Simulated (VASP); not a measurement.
# Hf (P6/mmm) in VASP: notebook

The runs below take Hf through single point, with PBEsol.

Program: VASP 6.6.1. These are calculated values, not measurements. Logs are shortened: lines on timing, memory, paths and dates and some standing lists are left out, and cuts for length are marked.

## 1. The cell of the first run

It takes space group P6/mmm (No. 191, hexagonal). Conventional cell: a = 4.697 Å, b = 4.697 Å, c = 2.931 Å, α = 90.00°, β = 90.00°, γ = 120.00°. Within 3.9 Å of Hf (site symmetry 6/mmm) lie 14 Hf at 2.93 to 3.08 Å. Within 3.6 Å of Hf (site symmetry -6m2) lie 11 Hf at 2.71 to 3.08 Å.

## 2. Single point, PBEsol

Input file INCAR:

```
ALGO = Fast
EDIFF = 1E-6
ENCUT = 520
GGA = PS
ISIF = 2
ISMEAR = -1
LASPH = True
LCHARG = False
LREAL = False
LWAVE = False
NBANDS = 22
NELM = 80
PREC = Accurate
SIGMA = 0.05
```

Input file KPOINTS:

```
k-points
0
Gamma
  6 6 9
```

Input file POSCAR:

```
Hf
1.0
    4.6965433013      0.0000000000      0.0000000000
   -2.3482716507      4.0673258089      0.0000000000
    0.0000000000      0.0000000000      2.9305435509
Hf
3
Direct
    0.0000000000      0.0000000000      0.0000000000
    0.3333333333      0.6666666667      0.5000000000
    0.6666666667      0.3333333333      0.5000000000
```

Potentials or basis: VASP PAW PBE potentials, release 64 (Hf_pv).

Command:

```sh
$ cat potpaw_PBE.64/Hf_pv/POTCAR > POTCAR
$ mpirun -np 1 vasp_std > vasp.out
```

OUTCAR:

```text
EDIFF = 1E-6
   ENCUT = 520
   GGA = PS
   ISIF = 2
   ISMEAR = -1
   LASPH = True
   LREAL = False
   NELM = 80
   PREC = Accurate

 ion  position               nearest neighbor table
   1  0.000  0.000  0.000-   2 3.08   3 3.08   2 3.08   3 3.08   3 3.08   3 3.08   2 3.08   2 3.08
                             3 3.08   3 3.08   2 3.08   2 3.08
   2  0.333  0.667  0.500-   3 2.71   3 2.71   3 2.71   1 3.08   1 3.08   1 3.08   1 3.08   1 3.08
                             1 3.08
   3  0.667  0.333  0.500-   2 2.71   2 2.71   2 2.71   1 3.08   1 3.08   1 3.08   1 3.08   1 3.08
                             1 3.08

  LATTYP: Found a hexagonal cell.
 ALAT       =     4.6965433013
 C/A-ratio  =     0.6239788208

  Lattice vectors:

 A1 = (   4.6965433013,   0.0000000000,   0.0000000000)
 A2 = (  -2.3482716507,   4.0673258089,   0.0000000000)
 A3 = (   0.0000000000,   0.0000000000,   2.9305435509)

Analysis of symmetry for initial positions (statically):
=====================================================================
 Subroutine PRICEL returns:
 Original cell was already a primitive cell.

 Routine SETGRP: Setting up the symmetry group for a
 hexagonal supercell.

 Subroutine GETGRP returns: Found 24 space group operations
 (whereof 24 operations were pure point group operations)
 out of a pool of 24 trial point group operations.

The static configuration has the point symmetry D_6h.

Analysis of symmetry for dynamics (positions and initial velocities):
=====================================================================
 Subroutine PRICEL returns:
 Original cell was already a primitive cell.

 Routine SETGRP: Setting up the symmetry group for a
 hexagonal supercell.

 Subroutine GETGRP returns: Found 24 space group operations
 (whereof 24 operations were pure point group operations)
 out of a pool of 24 trial point group operations.

The dynamic configuration has the point symmetry D_6h.

 Subroutine INISYM returns: Found 24 space group operations
 (whereof 24 operations are pure point group operations),
 and found     1 'primitive' translations

----------------------------------------------------------------------------------------

                                     Primitive cell

  volume of cell :      55.9803

  direct lattice vectors                    reciprocal lattice vectors
     4.696543301  0.000000000  0.000000000     0.212922555  0.122930895  0.000000000
    -2.348271651  4.067325809  0.000000000     0.000000000  0.245861789  0.000000000
     0.000000000  0.000000000  2.930543551     0.000000000  0.000000000  0.341233625

  length of vectors
     4.696543301  4.696543301  2.930543551     0.245861789  0.245861789  0.341233625

  position of ions in fractional coordinates (direct lattice)
     0.000000000  0.000000000  0.000000000
     0.333333333  0.666666667  0.500000000
     0.666666667  0.333333333  0.500000000

  ion indices of the primitive-cell ions
   primitive index   ion index
                 1           1
                 2           2
                 3           3

----------------------------------------------------------------------------------------

 KPOINTS: k-points

Automatic generation of k-mesh.
 Grid dimensions read from file:
 generate k-points for:    6    6    9

 Generating k-lattice:

  Cartesian coordinates                     Fractional coordinates (reciprocal lattice)
     0.035487093  0.020488482  0.000000000     0.166666667  0.000000000  0.000000000
     0.000000000  0.040976965  0.000000000     0.000000000  0.166666667  0.000000000
     0.000000000  0.000000000  0.037914847     0.000000000  0.000000000  0.111111111

  Length of vectors
     0.040976965  0.040976965  0.037914847

  Shift w.r.t. Gamma in fractional coordinates (k-lattice)
     0.000000000  0.000000000  0.000000000

 Subroutine IBZKPT returns following result:
 ===========================================

 Found     35 irreducible k-points:

 Following reciprocal coordinates:
            Coordinates               Weight
  0.000000  0.000000  0.000000      1.000000
  0.166667  0.000000  0.000000      6.000000
  0.333333  0.000000  0.000000      6.000000
  0.500000  0.000000  0.000000      3.000000
  0.166667  0.166667  0.000000      6.000000
  0.333333  0.166667  0.000000     12.000000
[... 16 lines left out ...]
  0.166667  0.000000  0.333333     12.000000
  0.333333  0.000000  0.333333     12.000000
 [... further k-points ...]
   k-points           NKPTS =     35   k-points in BZ     NKDIM =     35   number of bands    NBANDS=     22
   number of dos      NEDOS =    301   number of ions     NIONS =      3
   total plane-waves  NPLWV =  31104
   dimension x,y,z NGX =    36 NGY =   36 NGZ =   24
   dimension x,y,z NGXF=    72 NGYF=   72 NGZF=   48
   ions per type =               3
   NGX,Y,Z   is equivalent  to a cutoff of  12.74, 12.74, 13.61 a.u.
   NGXF,Y,Z  is equivalent  to a cutoff of  25.49, 25.49, 27.23 a.u.
 SYSTEM =  unknown system
   PREC   = accura    normal or accurate (medium, high low for compatibility)
   ISTART =      0    job   : 0-new  1-cont  2-samecut
   ICHARG =      2    charge: 1-file 2-atom 10-const
   ISPIN  =      1    spin polarized calculation?
   LNONCOLLINEAR =      F non collinear calculations
   LSORBIT =      F    spin-orbit coupling
   LASPH  =      T    aspherical Exc in radial PAW
   ENCUT  =  520.0 eV  38.22 Ry    6.18 a.u.   8.73  8.73  5.45*2*pi/ulx,y,z
   NELM   =     80;   NELMIN=  2; NELMDL= -5     # of ELM steps
   EDIFF  = 0.1E-05   stopping-criterion for ELM
   LREAL  =      F    real-space projection
   EDIFFG = 0.1E-04   stopping-criterion for IOM
   NSW    =      0    number of steps for IOM
   IBRION =     -1    ionic relax: 0-MD 1-quasi-New 2-CG
   NFREE  =      0    steps in history (QN), initial steepest desc. (CG)
   ISIF   =      2    stress and relaxation
   ISYM   =      2    0-nonsym 1-usesym 2-fastsym
   POTIM  = 0.5000    time-step for ionic-motion
   TEBEG  =    0.0;   TEEND  =   0.0 temperature during run
   PSTRESS=    0.0 pullay stress
   NELECT =      30.0000    total number of electrons
   NUPDOWN=      -1.0000    fix difference up-down
   EMIN   =  10.00;   EMAX   =-10.00  energy-range for DOS
   EFERMI =   0.00;   METHOD = LEGACY
   ISMEAR =    -1;   SIGMA  =   0.05  broadening in eV -4-tet -1-fermi 0-gaus
   EFERMI_NEDOS =   21; number of points for ismear=-14 and -15
   IALGO  =     68    algorithm
   IMIX   =      4    mixing-type and parameters
     AMIX     =   0.40;   BMIX     =  1.00
     AMIX_MAG =   1.60;   BMIX_MAG =  1.00
  volume/ion in A,a.u.               =      18.66       125.92
  Fermi-wavevector in a.u.,A,eV,Ry     =   1.329750  2.512864 24.058309  1.768236
  Thomas-Fermi vector in A             =   2.458889
   LORBIT       =      0    0 simple, 1 ext, 2 COOP (PROOUT), +10 PAW based schemes
   GGA     = PS    functional components
   LHFCALC =     F    Hartree Fock is set to
   AEXX    =    0.0000 exact exchange contribution
   IVDW    =     0    specifies the selected vdW correction
   LEPSILON=     F    determine dielectric tensor
   LRPA    =     F    only Hartree local field effects (RPA)
 non-spin polarized calculation
 RMM-DIIS sequential band-by-band and
  energy-cutoff  :      520.00
  volume of cell :       55.98
 maximum number of plane-waves:      1541
 NGX is ok and might be reduce to    36
   NGX = 17   NGY = 17   NGZ = 11

 number of electron      29.9999999 magnetization

 Free energy of the ion-electron system (eV)
  ---------------------------------------------------
  ext. energy  EPLUGINS =         0.00000000
  ---------------------------------------------------
  free energy    TOTEN  =       -30.97197647 eV

  energy without entropy =      -30.95353994  energy(sigma->0) =      -30.96275820

 E-fermi :   5.8858     XC(G=0): -12.2480

 val. band max:        5.8753434768   @ k =   0.3333   0.1667   0.1111
 cond. band min:       5.8874458194   @ k =   0.3333   0.3333   0.0000
 fundamental gap:      0.0121023426
 Fermi energy:         5.8857677867

 k-point     1 :       0.0000    0.0000    0.0000
  band No.  band energies     occupation
      1     -24.6584      2.00000
      2     -24.6584      2.00000
      3     -24.4889      2.00000
      4     -24.4889      2.00000
      5     -23.8816      2.00000
      6     -23.5271      2.00000
[... 14 lines left out ...]
     21       9.0754      0.00000
     22       9.0773      0.00000

 k-point     2 :       0.1667    0.0000    0.0000
  band No.  band energies     occupation
      1     -24.8233      2.00000
      2     -24.7482      2.00000
      3     -24.3059      2.00000
      4     -24.2755      2.00000
      5     -23.8553      2.00000
      6     -23.5390      2.00000
[... 14 lines left out ...]
     21       8.6356      0.00000
     22      10.1740      0.00000

 k-point     3 :       0.3333    0.0000    0.0000
  band No.  band energies     occupation
      1     -24.9816      2.00000
      2     -24.6827      2.00000
      3     -24.1331      2.00000
      4     -24.1060      2.00000
      5     -23.7901      2.00000
      6     -23.7258      2.00000
[... 14 lines left out ...]
     21       9.7428      0.00000
     22      10.7513      0.00000

 k-point     4 :       0.5000    0.0000    0.0000
  band No.  band energies     occupation
      1     -25.0393      2.00000
      2     -24.4191      2.00000
      3     -24.4096      2.00000
      4     -24.0237      2.00000
      5     -23.7433      2.00000
      6     -23.7215      2.00000
[... 14 lines left out ...]
     21       9.2939      0.00000
     22      11.0354      0.00000

 k-point     5 :       0.1667    0.1667    0.0000
  band No.  band energies     occupation
      1     -24.8862      2.00000
      2     -24.7979      2.00000
      3     -24.1772      2.00000
      4     -24.0832      2.00000
      5     -23.8093      2.00000
      6     -23.7026      2.00000
[... 14 lines left out ...]
     21       9.3710      0.00000
     22      11.2030      0.00000

 k-point     6 :       0.3333    0.1667    0.0000
  band No.  band energies     occupation
      1     -24.9451      2.00000
      2     -24.6508      2.00000
      3     -24.3333      2.00000
      4     -23.9432      2.00000
      5     -23.7746      2.00000
      6     -23.7491      2.00000
[... 14 lines left out ...]
     21       9.6111      0.00000
     22      10.5471      0.00000

 k-point     7 :       0.3333    0.3333    0.0000
  band No.  band energies     occupation
      1     -24.8147      2.00000
      2     -24.6045      2.00000
      3     -24.6045      2.00000
      4     -23.8240      2.00000
      5     -23.8240      2.00000
      6     -23.7286      2.00000
[... 324 lines left out ...]
      6     -23.8543      2.00000
[... 14 lines left out ...]
     21       9.9565      0.00000
     22      10.2877      0.00000

 k-point    21 :       0.3333    0.3333    0.2222
  band No.  band energies     occupation
      1     -24.8427      2.00000
      2     -24.5264      2.00000
      3     -24.5264      2.00000
      4     -24.0180      2.00000
      5     -23.9623      2.00000
      6     -23.9623      2.00000
[... 14 lines left out ...]
     21      10.3776      0.00000
     22      11.1235      0.00000

 k-point    22 :       0.0000    0.0000    0.3333
  band No.  band energies     occupation
      1     -24.5631      2.00000
      2     -24.5631      2.00000
      3     -24.4847      2.00000
      4     -24.3232      2.00000
      5     -24.2958      2.00000
      6     -24.2958      2.00000
[... 14 lines left out ...]
     21      10.7629      0.00000
     22      11.3134      0.00000

 k-point    23 :       0.1667    0.0000    0.3333
  band No.  band energies     occupation
      1     -24.6319      2.00000
      2     -24.6198      2.00000
      3     -24.4566      2.00000
      4     -24.3863      2.00000
      5     -24.2390      2.00000
      6     -24.1424      2.00000
[... 14 lines left out ...]
     21      10.6115      0.00000
     22      11.3558      0.00000

 k-point    24 :       0.3333    0.0000    0.3333
  band No.  band energies     occupation
      1     -24.7275      2.00000
      2     -24.6875      2.00000
      3     -24.5206      2.00000
      4     -24.2505      2.00000
      5     -24.1681      2.00000
      6     -24.1241      2.00000
[... 14 lines left out ...]
     21      10.1682      0.00000
     22      11.0676      0.00000

 [... further k-points ...]
[... 5 lines left out ...]
  --------------------------------------------------------------------------------------
  -------------------------------------------------------------------------------------
  Total        6.8212001      6.8212001      6.9139789     -0.0000000      0.0000000     -0.0000000
  in kB      195.2252107    195.2252107    197.8805737     -0.0000000      0.0000000     -0.0000000
  external PRESSURE =     196.1103317 kB  Pullay stress =       0.0000000 kB

 VOLUME and BASIS-vectors are now :
 -----------------------------------------------------------------------------
  energy-cutoff  :      520.00
  volume of cell :       55.98
      direct lattice vectors                 reciprocal lattice vectors
     4.696543301  0.000000000  0.000000000     0.212922555  0.122930895  0.000000000
    -2.348271651  4.067325809  0.000000000     0.000000000  0.245861789  0.000000000
     0.000000000  0.000000000  2.930543551     0.000000000  0.000000000  0.341233625

 POSITION                                       TOTAL-FORCE (eV/Angst)
 -----------------------------------------------------------------------------------
      0.00000      0.00000      0.00000         0.000000      0.000000      0.000000
     -0.00000      2.71155      1.46527        -0.000000      0.000000     -0.000000
      2.34827      1.35578      1.46527         0.000000     -0.000000      0.000000
 -----------------------------------------------------------------------------------
    total drift:                                0.000000     -0.000000     -0.000000

  FREE ENERGIE OF THE ION-ELECTRON SYSTEM (eV)
  ---------------------------------------------------
  free  energy   TOTEN  =       -30.9719764704 eV

  energy  without entropy=      -30.9535399351  energy(sigma->0) =      -30.96275820
```

Run time: 16 s. Hardware: 1 thread of Intel Xeon 6975P-C (Granite Rapids), shared host; peak memory 0.18 GiB.

Results:

| Item | Value |
| --- | --- |
| Free energy | -30.9720 eV |
| Pressure | 19.6 GPa |
| Band gap on the k mesh | zero (band 15 reaches 6.17 eV, above the bottom of band 16 at 5.36 eV) |

Levels at points of the mesh, in eV from the Fermi level:
```
           k point  band 11  band 12  band 13  band 14  band 15  band 16  band 17  band 18  band 19  band 20
(0.00, 0.00, 0.00)    -3.16    -0.63    -0.56    -0.56    -0.52    -0.52     1.21     2.36     2.36     3.17
(0.50, 0.00, 0.00)    -4.56    -4.11    -0.75    -0.71    -0.55     0.04     0.97     1.58     1.91     3.36
```

Caveat: the PAW data sets were made with another functional, which shifts forces and pressure a little; spin-orbit coupling is left out, which moves the levels of the heavy elements.

## 3. Single point, PBEsol

This run uses another cell than the first one, of 19.83 Å³/atom, 1.062 times its volume.

Input file INCAR:

```
PREC = Accurate
ENCUT = 520
EDIFF = 1E-6
ISMEAR = -1
SIGMA = 0.05
LREAL = False
LASPH = True
NELM = 60
ALGO = Normal
ISIF = 2
LWAVE = False
LCHARG = True
GGA = PS
LELF = True
LVHAR = True
NBANDS = 22
```

Input file KPOINTS:

```
Automatic mesh
0
Gamma
  6 6 9
```

Input file POSCAR:

```
Hf
1.0
    4.7917314631      0.0000000000      0.0000000000
   -2.3958657315      4.1497611751      0.0000000000
    0.0000000000      0.0000000000      2.9911748022
Hf
3
Direct
    0.0000000000      0.0000000000      0.0000000000
    0.3333333333      0.6666666667      0.5000000000
    0.6666666667      0.3333333333      0.5000000000
```

Potentials or basis: VASP PAW PBE potentials, release 64 (Hf_pv).

Command:

```sh
$ cat potpaw_PBE.64/Hf_pv/POTCAR > POTCAR
$ mpirun -np 1 vasp_std > vasp.out
```

It took 14 s on 1 thread of Intel Xeon 6975P-C (Granite Rapids), shared host; peak memory 0.18 GiB.

Results (log left out):

```yaml
Free_energy: -31.2870 eV
Pressure: 9.6 GPa
Band_gap_on_the_k_mesh: zero (band 15 reaches 5.72 eV, above the bottom of band 16 at 4.87 eV)
```

Stress tensor (GPa, compression positive):
```
9.54 0.00 0.00
0.00 9.54 0.00
0.00 0.00 9.77
```

Levels at points of the mesh, in eV from the Fermi level:
```
           k point  band 12  band 13  band 14  band 15  band 16  band 17  band 18  band 19
(0.00, 0.00, 0.00)    -0.62    -0.59    -0.59    -0.56    -0.56     1.19     2.29     2.29
(0.50, 0.00, 0.00)    -3.89    -0.64    -0.58    -0.47     0.11     0.94     1.57     1.58
```

Caveat: the PAW data sets were made with another functional, which shifts forces and pressure a little; spin-orbit coupling is left out, which moves the levels of the heavy elements.

## 4. Single point, PBEsol

This run uses another cell than the first one, of 20.55 Å³/atom, 1.101 times its volume.

Input file INCAR:

```
SYSTEM = Hf
PREC = Accurate
ENCUT = 520
EDIFF = 1E-7
ISMEAR = -1
SIGMA = 0.05
LREAL = .FALSE.
LASPH = .TRUE.
NELM = 80
ALGO = Normal
ISIF = 2
LWAVE = .FALSE.
LCHARG = .TRUE.
GGA = PS
LELF = .TRUE.
LVHAR = .TRUE.
NBANDS = 22
```

Input file KPOINTS:

```
regular mesh
0
G
  6 6 9
  0 0 0
```

Input file POSCAR:

```
Hf
1.0
    4.8496747522      0.0000000000      0.0000000000
   -2.4248373761      4.1999415355      0.0000000000
    0.0000000000      0.0000000000      3.0266896658
Hf
3
Direct
    0.0000000000      0.0000000000      0.0000000000
    0.3333333333      0.6666666667      0.5000000000
    0.6666666667      0.3333333333      0.5000000000
```

Command:

```sh
$ cat potpaw_PBE.64/Hf_pv/POTCAR > POTCAR
$ mpirun -np 1 vasp_std > vasp.out
```

Wall time 17 s (1 thread of Intel Xeon 6975P-C (Granite Rapids), shared host); peak memory 0.19 GiB.

The run converged. Its results:

```
Free energy            : -31.3829 eV
Pressure               : 4.6 GPa
Band gap on the k mesh : zero (band 15 reaches 5.47 eV, above the bottom of band 16 at 4.59 eV)
```

Stress tensor (GPa, compression positive):
```
4.55 0.00 0.00
0.00 4.55 0.00
0.00 0.00 4.76
```

Levels at points of the mesh, in eV from the Fermi level:
```csv
k point,band 13,band 14,band 15,band 16,band 17,band 18
"(0.00, 0.00, 0.00)",-0.60,-0.60,-0.57,-0.57,1.17,2.24
"(0.50, 0.00, 0.00)",-0.57,-0.51,-0.42,0.14,0.92,1.41
```

Caveat: the PAW data sets were made with another functional, which shifts forces and pressure a little; spin-orbit coupling is left out, which moves the levels of the heavy elements.

(Part 1 of 2 ends here.)
